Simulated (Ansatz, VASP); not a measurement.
# Zr in VASP and in Ansatz

Contents of INCAR:

```
SYSTEM = Zr
PREC = Accurate
ENCUT = 600
EDIFF = 1E-6
ISMEAR = 0
SIGMA = 0.1
LREAL = .False.
LASPH = .True.
NELM = 100
ALGO = Normal
ISIF = 3
LWAVE = .False.
LCHARG = .False.
GGA = PE
IBRION = 2
NSW = 80
EDIFFG = -0.01
```

Contents of KPOINTS:

```
Automatic mesh
0
Gamma
  12 12 12
  0 0 0
```

File POSCAR:

```
Zr
1.0
    0.0000000000      3.1353802298      3.1353802298
    3.1353802298      0.0000000000      3.1353802298
    3.1353802298      3.1353802298      0.0000000000
Zr
2
Direct
    0.2500000000      0.2500000000      0.2500000000
    0.0000000000      0.0000000000      0.0000000000
```

Input for Ansatz:

```yaml
crystal:
  lattice:
    - [0.0, 3.1353802298, 3.1353802298]
    - [3.1353802298, 0.0, 3.1353802298]
    - [3.1353802298, 3.1353802298, 0.0]
  atoms:
    - { symbol: Zr, position: [0.25, 0.25, 0.25] }
    - { symbol: Zr, position: [0.0, 0.0, 0.0] }
basis:
  ecutwfc: 420
kpoints:
  mp_grid: { grid: [12, 12, 12] }
hamiltonian:
  xc: pbe
scf:
  occupations: { method: gaussian, width: 0.1 }
output:
  forces: true
  stress: true
  eigenvalues: true
relax:
  adjacent_minimum: "off"
  f_tol: 0.01
  max_steps: 60
  cell: { stress_tol: 0.1 }
```

Alike in both runs: task relaxation of cell and atoms; functional PBE; k mesh 12 × 12 × 12; occupations gaussian, width 0.1 eV; no spin polarisation.

|  | VASP | Ansatz |
| --- | --- | --- |
| version | VASP 6.6.1 | Ansatz 0.2.0 |
| potentials or method | VASP PAW PBE potentials, release 64 (Zr_sv), cutoff 600 eV | scalar-relativistic, plane waves, PAW |
| valence electrons in the cell | 24 | 24 |

Ansatz gave:

| Item | Value |
| --- | --- |
| gap on the k mesh at the Fermi level, each at its own relaxed structure (eV) | none |
| relaxed volume (Å³/atom) | 30.94 |
| relaxed length of the cell vector where the two differ most in proportion (Å) | 4.440 |

**Question.** Which values does VASP return?

**Answer.** gap on the k mesh at the Fermi level, each at its own relaxed structure (eV): none; relaxed volume (Å³/atom): 30.99; relaxed length of the cell vector where the two differ most in proportion (Å): 4.442.

A gap of «none» marks a metal or a gap that the smearing closes.
